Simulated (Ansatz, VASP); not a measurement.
# One calculation of PbS, two programs

```
CELL_PARAMETERS angstrom
0.00000 2.96575 2.96575
2.96575 0.00000 2.96575
2.96575 2.96575 0.00000
ATOMIC_POSITIONS crystal
Pb 0.00000 0.00000 0.00000
S 0.50000 0.50000 0.50000
```

Alike in both runs: task relaxation of cell and atoms; functional revPBE; k mesh 8 × 8 × 8; occupations fermi-dirac, width 0.05 eV; no spin polarisation.

```csv
,VASP,Ansatz
version,VASP 6.6.1,Ansatz 0.2.0
potentials or method,"VASP PAW PBE potentials, release 64 (Pb_d, S)",Ansatz PAW
plane-wave cutoff (eV),600,420
valence electrons in the cell,20,20
```

```csv
,VASP,Ansatz,Ansatz less VASP
relaxed volume (Å³/atom),27.81,27.84,+0.026
relaxed cell length with the largest relative difference (Å),4.285,4.286,+0.0013
```

VASP's potentials were made for PBE, not for revPBE.

Spin-orbit coupling is off throughout. Noted on Ansatz's run: the plane-wave basis is chosen anew once the cell has moved, so the energies of steps on either side of that aren't comparable.
